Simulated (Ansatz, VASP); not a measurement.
# Al: VASP beside Ansatz

```
CELL_PARAMETERS angstrom
-1.71409 1.71409 1.71409
1.71409 -1.71409 1.71409
1.71409 1.71409 -1.71409
ATOMIC_POSITIONS crystal
Al 0.00000 0.00000 0.00000
```

Change from the starting cell: volume scaled by 1.25.

Alike in both runs: task single point; functional r2SCAN; k mesh 12 × 12 × 12; occupations fermi-dirac, width 0.1 eV; no spin polarisation.

|  | VASP | Ansatz |
| --- | --- | --- |
| version | VASP 6.6.1 | Ansatz 0.2.0 |
| potentials or method | VASP PAW PBE potentials, release 64 (Al) | Ansatz PAW polarizable |
| plane-wave cutoff (eV) | 550 | 500 |
| valence electrons in the cell | 3 | 3 |

Ansatz gave:

| Item | Value |
| --- | --- |
| gap on the k mesh at the Fermi level (eV) | none |
| pressure (GPa) | -10.8 |

What did VASP give for the same quantities?

gap on the k mesh at the Fermi level (eV): none; pressure (GPa): -11.0.

VASP's potentials were made for PBE, not for r2SCAN. A gap of «none» marks a metal or a gap that the smearing closes. With one functional, cell and mesh, what is left measures potentials, basis and numerics.
